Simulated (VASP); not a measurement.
# Hf16Si16HO64 (a cell with a defect) (H interstitial hop between voids) in VASP: single point with PBE

Aim: the single point of Hf16Si16HO64 (a cell with a defect) (H interstitial hop between voids) with PBE.

All numbers are computed with VASP 6.6.1; they aren't measurements. Logs are shortened: lines on timing, memory, paths and dates and some standing lists are left out, and cuts for length are marked.

### 1 The cell of the first run

The cell holds a defect, 97 atoms: a = 11.159 Å, b = 11.159 Å, c = 11.159 Å, α = 106.89°, β = 106.89°, γ = 114.77°.

### 2 Single point, PBE

File INCAR:

```
PREC = Accurate
ENCUT = 520
EDIFF = 1E-6
ISMEAR = -1
SIGMA = 0.01
LREAL = Auto
LASPH = True
NELM = 120
ALGO = Normal
ISIF = 2
LWAVE = False
LCHARG = True
GGA = PE
LELF = True
LVHAR = True
NELECT = 608.0
NBANDS = 358
GGA_COMPAT = False
```

File KPOINTS:

```
regular mesh
0
Gamma
  1 1 1
```

File POSCAR:

```
Hf16Si16HO64
1.0
   -6.6465279200      6.6465279200      6.0147349600
    6.6465279200     -6.6465279200      6.0147349600
    6.6465279200      6.6465279200     -6.0147349600
Hf Si O H
16 16 64 1
Direct
   -0.0003960367     -0.0013916091     -0.0016391555
    0.3726534037      0.1234610689      0.2493393328
   -0.0003777131     -0.0002851544      0.5002100875
    0.3743958855      0.1256685731      0.7512333327
   -0.0006861354      0.4990427016     -0.0007238641
    0.3752820698      0.6254809703      0.2483438008
   -0.0099149245      0.4920531317      0.4959209159
    0.3840651381      0.6258822237      0.7617769004
    0.4998343106      0.0003592265      0.0002928511
    0.8737414226      0.1223183312      0.2486169509
    0.5013455609      0.0016187011      0.4996161573
    0.8746533435      0.1244128053      0.7496646368
    0.5000625567      0.4979026139      0.0018588285
    0.8733777163      0.6241687222      0.2493139358
    0.5020913333      0.4988274238      0.5016830308
    0.8751837401      0.6242722500      0.7506358210
    0.1212648646      0.3730810336      0.2477894266
    0.2488013662      0.2488088802     -0.0000181035
    0.1242234907      0.3758188737      0.7486650991
    0.2494264939      0.2503537647      0.5008205148
    0.1244002827      0.8746197514      0.2500862988
    0.2492761039      0.7495421846     -0.0003707214
    0.1250794744      0.8731365100      0.7487264314
    0.2460747917      0.7536333867      0.4897649909
    0.6222288340      0.3730440787      0.2490194907
    0.7496027681      0.2491526584     -0.0003138842
    0.6245812486      0.3739904920      0.7505474697
    0.7479295661      0.2480063203      0.4995465366
    0.6251189140      0.8740402817      0.2493500974
    0.7530320148      0.7497785996      0.0021095481
    0.6246944689      0.8739388555      0.7497421219
    0.7490025976      0.7489674315      0.4995733297
    0.0670025518      0.1602297601      0.4082368769
    0.0291542962      0.3747801251      0.3388296744
    0.0358138944      0.1917581497      0.1583884219
    0.2495933788      0.1567639021      0.0904676745
    0.3396484938      0.2499957517      0.4081016663
    0.3038616092      0.4753431914      0.3555093846
    0.1233556445      0.4630741823      0.1555015911
    0.3407011382      0.4311858640      0.0955774838
    0.0666558907      0.1586439976      0.9069702981
    0.0330340250      0.3765887662      0.8401466716
    0.0339445216      0.1931203701      0.6568175496
    0.2511791427      0.1591888766      0.5922637897
    0.3401846524      0.2488157588      0.9086046446
    0.3073854263      0.4659445781      0.8443477446
    0.1267292804      0.4690251776      0.6577817806
    0.3407626799      0.4334374026      0.5949697222
    0.0652527071      0.6586272072      0.4113543391
    0.0340049051      0.8755951441      0.3424029862
    0.0356511911      0.6918220076      0.1598185446
    0.2516426936      0.6581076323      0.0905097025
    0.3346810955      0.7508360203      0.3982324065
    0.3072388038      0.9676162054      0.3438169153
    0.1222024036      0.9638910006      0.1568956943
    0.3403971337      0.9318626524      0.0923324932
    0.0667445832      0.6590594697      0.9080231152
    0.0325132364      0.8728957259      0.8390568966
    0.0411650049      0.6908466391      0.6578683424
    0.2632152970      0.6454348185      0.5682651986
    0.3389973219      0.7476745974      0.9062932551
    0.3076571157      0.9655697457      0.8423966707
    0.1228843109      0.9642214420      0.6573024080
    0.3398693567      0.9309300989      0.5944875856
    0.5660375514      0.1590703138      0.4078738003
    0.5312811349      0.3752219006      0.3403454973
    0.5330260441      0.1910593676      0.1577044974
    0.7506589006      0.1573274445      0.0907395901
    0.8383032450      0.2463775551      0.4072958016
    0.8046259189      0.4634011435      0.3420171905
    0.6228043418      0.4642481506      0.1576365160
    0.8409370777      0.4318495085      0.0932017470
    0.5669076655      0.1591207627      0.9081087017
    0.5341957594      0.3765962767      0.8427133457
    0.5334824307      0.1913463378      0.6583379892
    0.7500263879      0.1582158467      0.5917574363
    0.8395643464      0.2476845621      0.9069495099
    0.8072186272      0.4649276397      0.8422220693
    0.6234627138      0.4645528505      0.6582460886
    0.8393590561      0.4309900758      0.5911442748
    0.5656580771      0.6582472764      0.4088433472
    0.5351773229      0.8765351144      0.3416789016
    0.5342927904      0.6910066344      0.1579616761
    0.7526385392      0.6584460980      0.0930328535
    0.8387897986      0.7469959902      0.4068082583
    0.8075923453      0.9645596390      0.3410511412
    0.6228102297      0.9632579077      0.1561202501
    0.8412708731      0.9317545848      0.0920223194
    0.5696212882      0.6588001784      0.9116763348
    0.5312805719      0.8730098575      0.8398491886
    0.5381866676      0.6911571549      0.6617895611
    0.7522725916      0.6573210312      0.5906829808
    0.8402644848      0.7469787585      0.9074572789
    0.8072591064      0.9660641743      0.8427106793
    0.6204944271      0.9618511939      0.6554395411
    0.8399103903      0.9318029467      0.5918328426
    0.2794921327      0.5780211923      0.5021864812
```

Potentials or basis: VASP PAW PBE potentials, release 64 (Hf_pv, Si, O, H).

Run with:

```sh
cat potpaw_PBE.64/Hf_pv/POTCAR potpaw_PBE.64/Si/POTCAR potpaw_PBE.64/O/POTCAR potpaw_PBE.64/H/POTCAR > POTCAR
mpirun -np 1 vasp_gam > vasp.out
```

OUTCAR:

```text
PREC = Accurate
   ENCUT = 520
   EDIFF = 1E-6
   ISMEAR = -1
   LREAL = Auto
   LASPH = True
   NELM = 120
   ISIF = 2
   GGA = PE
   NELECT = 608.0

 ion  position               nearest neighbor table
   1  1.000  0.999  0.998-  94 2.14  55 2.14  35 2.15  58 2.15  36 2.26  41 2.27  93 2.28  88 2.28
                            18 2.99  30 3.00   2 3.64  16 3.64  12 3.64  10 3.65
   2  0.373  0.123  0.249-  36 2.14  56 2.14  65 2.14  37 2.15  54 2.26  55 2.27  66 2.28  67 2.28
                            21 2.99  25 3.00   1 3.64  11 3.64  15 3.64   9 3.65
   3  1.000  1.000  0.500-  86 2.14  63 2.14  43 2.14  50 2.14  96 2.27  44 2.28  33 2.28  85 2.29
                            20 3.01  32 3.01  12 3.64  10 3.64   4 3.65  14 3.65
   4  0.374  0.126  0.751-  45 2.13  44 2.14  73 2.14  64 2.15  74 2.27  62 2.27  63 2.28  75 2.28
                            27 3.00  23 3.00  13 3.62   9 3.64   3 3.65  11 3.67
   5  0.999  0.499  0.999-  78 2.13  42 2.14  39 2.14  51 2.15  57 2.27  77 2.27  72 2.28  52 2.28
                            26 3.01  22 3.01  16 3.63  12 3.64   6 3.65  14 3.66
   6  0.375  0.625  0.248-  52 2.13  40 2.13  53 2.14  81 2.15  83 2.25  82 2.27  39 2.28  38 2.34
                            29 2.99  17 3.04  13 3.63   5 3.65  11 3.66  15 3.70
   7  0.990  0.492  0.496-  70 2.10  59 2.13  34 2.14  47 2.16  80 2.22  69 2.22  49 2.29  60 2.50
                            28 2.95  24 3.15  10 3.62  16 3.63  14 3.65   8 3.83
   8  0.384  0.626  0.762-  89 2.05  61 2.11  48 2.14  46 2.21  90 2.24  91 2.30  47 2.31  60 2.31
                            19 2.99  31 3.01  13 3.56   9 3.64  15 3.68   7 3.83
   9  0.500  0.000  0.000-  67 2.13  62 2.14  87 2.14  90 2.16  68 2.27  73 2.27  56 2.28  61 2.28
[... 56 lines left out ...]
  58  0.033  0.873  0.839-  23 1.64   1 2.15  16 2.25
  59  0.041  0.691  0.658-  23 1.64   7 2.13  16 2.34
  60  0.263  0.645  0.568-  97 1.01  24 1.72   8 2.31   7 2.50
  61  0.339  0.748  0.906-  22 1.64   8 2.11   9 2.28
  62  0.308  0.966  0.842-  23 1.64   9 2.14   4 2.27
  63  0.123  0.964  0.657-  23 1.64   3 2.14   4 2.28
  64  0.340  0.931  0.594-  24 1.61   4 2.15  11 2.32
  65  0.566  0.159  0.408-  28 1.63   2 2.14  11 2.25
  66  0.531  0.375  0.340-  25 1.64  15 2.13   2 2.28
[... 28 lines left out ...]
  95  0.620  0.962  0.655-  31 1.64  11 2.14  12 2.30
  96  0.840  0.932  0.592-  32 1.64  12 2.14   3 2.27
  97  0.279  0.578  0.502-  60 1.01

  LATTYP: Found a body centered tetragonal cell.
 ALAT       =    13.2930558400
 C/A-ratio  =     0.9049439094

  Lattice vectors:

 A1 = (  -6.6465279200,   6.6465279200,   6.0147349600)
 A2 = (   6.6465279200,  -6.6465279200,   6.0147349600)
 A3 = (   6.6465279200,   6.6465279200,  -6.0147349600)

Analysis of symmetry for initial positions (statically):
[... 300 lines left out ...]
   TEBEG  =    0.0;   TEEND  =   0.0 temperature during run
   PSTRESS=    0.0 pullay stress
   NELECT =     608.0000    total number of electrons
   NUPDOWN=      -1.0000    fix difference up-down
   EMIN   =  10.00;   EMAX   =-10.00  energy-range for DOS
   EFERMI =   0.00;   METHOD = LEGACY
   ISMEAR =    -1;   SIGMA  =   0.01  broadening in eV -4-tet -1-fermi 0-gaus
   EFERMI_NEDOS =   21; number of points for ismear=-14 and -15
   IALGO  =     38    algorithm
   IMIX   =      4    mixing-type and parameters
     AMIX     =   0.40;   BMIX     =  1.00
     AMIX_MAG =   1.60;   BMIX_MAG =  1.00
  volume/ion in A,a.u.               =      10.96        73.94
  Fermi-wavevector in a.u.,A,eV,Ry     =   1.359004  2.568145 25.128478  1.846891
  Thomas-Fermi vector in A             =   2.485789
   LORBIT       =      0    0 simple, 1 ext, 2 COOP (PROOUT), +10 PAW based schemes
   GGA     = PE    functional components
   LHFCALC =     F    Hartree Fock is set to
   AEXX    =    0.0000 exact exchange contribution
   IVDW    =     0    specifies the selected vdW correction
   LEPSILON=     F    determine dielectric tensor
   LRPA    =     F    only Hartree local field effects (RPA)
 non-spin polarized calculation
  energy-cutoff  :      520.00
  volume of cell :     1062.84
 maximum number of plane-waves:     14334
 NGX is ok and might be reduce to    84
   NGX = 41   NGY = 41   NGZ = 41

 number of electron     608.0000056 magnetization

 Free energy of the ion-electron system (eV)
  ---------------------------------------------------
  ext. energy  EPLUGINS =         0.00000000
  ---------------------------------------------------
  free energy    TOTEN  =      -877.07618492 eV

  energy without entropy =     -877.07618492  energy(sigma->0) =     -877.07618492

 E-fermi :   3.3592     XC(G=0): -10.9349

 val. band max:        3.0801578179   @ k =   0.0000   0.0000   0.0000
 cond. band min:       8.2877326644   @ k =   0.0000   0.0000   0.0000
 fundamental gap:      5.2075748464
 Fermi energy:         3.3592302896

 k-point     1 :       0.0000    0.0000    0.0000
  band No.  band energies     occupation
      1     -26.5978      2.00000
      2     -26.5430      2.00000
      3     -26.4845      2.00000
      4     -26.4783      2.00000
      5     -26.4722      2.00000
      6     -26.4514      2.00000
[... 308 lines left out ...]
    315       8.7070      0.00000
    316       8.7575      0.00000
 [bands above 316 left out]

------------------------ aborting loop because EDIFF is reached ----------------------------------------

  FORCE on cell =-STRESS in cart. coord.  units (eV):
  Direction    XX          YY          ZZ          XY          YZ          ZX
  --------------------------------------------------------------------------------------
  -------------------------------------------------------------------------------------
  Total      -21.5270571    -15.6862336    -14.4714773      0.4255072      0.5091086     -0.2506244
  in kB      -32.4510753    -23.6462952    -21.8151044      0.6414330      0.7674584     -0.3778051
  external PRESSURE =     -25.9708250 kB  Pullay stress =       0.0000000 kB

 VOLUME and BASIS-vectors are now :
 -----------------------------------------------------------------------------
  energy-cutoff  :      520.00
  volume of cell :     1062.84
      direct lattice vectors                 reciprocal lattice vectors
    -6.646527920  6.646527920  6.014734960     0.000000000  0.075227247  0.083129182
     6.646527920 -6.646527920  6.014734960     0.075227247  0.000000000  0.083129182
     6.646527920  6.646527920 -6.014734960     0.075227247  0.075227247  0.000000000

 POSITION                                       TOTAL-FORCE (eV/Angst)
 -----------------------------------------------------------------------------------
      6.62902      6.64225      6.01384         0.013325      0.003419      0.005286
      0.00098      3.31350      1.48429        -0.006041     -0.003184     -0.008466
      3.32528      3.32405      9.01685         0.002587     -0.006723     -0.003091
      3.33992      6.64627     -1.51071         0.007264      0.004059     -0.004552
      3.31665      9.96678      3.00184        -0.010878      0.003966     -0.000676
      3.31358     -0.01233      4.52560        -0.000970     -0.027204      0.020044
[... 89 lines left out ...]
      4.54440      3.32287      7.09667         0.122987      0.000787      0.130504
      5.32198      1.35361      2.13720        -0.081417      0.032399     -0.002450
 -----------------------------------------------------------------------------------
    total drift:                                0.004636     -0.011149      0.002653

  FREE ENERGIE OF THE ION-ELECTRON SYSTEM (eV)
  ---------------------------------------------------
  free  energy   TOTEN  =      -877.0761849174 eV

  energy  without entropy=     -877.0761849174  energy(sigma->0) =     -877.07618492
```

Wall time 7.9 min (1 thread of Intel Xeon 6975P-C (Granite Rapids), shared host); peak memory 1.3 GiB.

Results:

```
Free energy   : -877.0762 eV
Largest force : 0.196 eV/Å
```

Forces in eV/Å, atoms in the order of the input:
```
Hf   0.013  0.003  0.005
Hf  -0.006 -0.003 -0.008
Hf   0.003 -0.007 -0.003
Hf   0.007  0.004 -0.005
Hf  -0.011  0.004 -0.001
Hf  -0.001 -0.027  0.020
Hf   0.001 -0.040 -0.055
Hf   0.007  0.071 -0.014
Hf   0.012  0.003  0.004
Hf  -0.010  0.001 -0.008
Hf  -0.018 -0.003  0.018
Hf   0.002  0.008  0.008
Hf   0.002  0.005 -0.002
Hf   0.005 -0.021  0.004
Hf  -0.002  0.015  0.006
Hf   0.017  0.006 -0.007
Si  -0.012 -0.008 -0.001
Si   0.004 -0.002 -0.005
Si   0.001  0.008 -0.010
Si  -0.004 -0.004 -0.009
Si   0.001 -0.003  0.004
Si   0.002  0.004 -0.009
Si   0.006 -0.003 -0.001
Si   0.013  0.012 -0.011
Si   0.000 -0.001  0.008
Si  -0.003  0.005  0.000
Si   0.000  0.001  0.006
Si  -0.003  0.005  0.000
Si  -0.001  0.004 -0.001
Si   0.004 -0.002 -0.002
Si   0.004  0.005  0.014
Si   0.004 -0.001  0.000
O    0.000 -0.121 -0.126
O    0.132  0.004 -0.128
O   -0.127  0.001 -0.130
O    0.003  0.127 -0.136
O   -0.114  0.003  0.136
O   -0.009  0.121  0.117
O    0.003 -0.129  0.132
O    0.127  0.000  0.134
O    0.000 -0.126 -0.134
O    0.129  0.001 -0.130
O   -0.130  0.002 -0.130
O    0.002  0.129 -0.131
O   -0.130  0.002  0.142
O   -0.003  0.109  0.147
O   -0.003 -0.122  0.123
O    0.123  0.011  0.126
O   -0.004 -0.121 -0.142
O    0.122  0.000 -0.132
O   -0.121 -0.001 -0.129
O   -0.002  0.127 -0.126
O   -0.133  0.017  0.138
O   -0.002  0.122  0.133
O    0.000 -0.124  0.133
O    0.124  0.000  0.133
O   -0.001 -0.132 -0.133
O    0.113  0.001 -0.137
O   -0.136 -0.009 -0.121
O    0.074  0.042 -0.067
O   -0.132  0.010  0.128
O    0.000  0.127  0.131
O    0.001 -0.124  0.131
O    0.145  0.004  0.126
O    0.001 -0.121 -0.139
O    0.131  0.007 -0.129
O   -0.130  0.001 -0.131
O    0.001  0.118 -0.134
O   -0.106 -0.003  0.144
O   -0.001  0.145  0.126
O    0.001 -0.132  0.134
O    0.126  0.000  0.126
O    0.003 -0.128 -0.137
O    0.124  0.001 -0.131
O   -0.124 -0.001 -0.129
O    0.001  0.120 -0.141
O   -0.122 -0.001  0.131
O   -0.001  0.122  0.130
O    0.000 -0.134  0.130
O    0.115 -0.003  0.146
O   -0.003 -0.115 -0.130
O    0.128 -0.001 -0.132
O   -0.122 -0.001 -0.133
O   -0.001  0.129 -0.134
O   -0.129 -0.001  0.130
O    0.000  0.125  0.133
O    0.001 -0.130  0.134
O    0.128 -0.001  0.129
O    0.001 -0.145 -0.132
O    0.112  0.007 -0.137
O   -0.129 -0.002 -0.129
O    0.001  0.124 -0.134
O   -0.131  0.000  0.132
O   -0.003  0.124  0.127
O    0.001 -0.128  0.123
O    0.123  0.001  0.131
H   -0.081  0.032 -0.002
```

Caveat: the k points lie up to 0.70 Å⁻¹ apart; the cell carries a net charge on a neutralising background, which shifts energy and pressure; the cell is charged against a uniform background, so pressure and absolute levels hang on convention; spin-orbit coupling is left out, which moves the levels of the heavy elements.
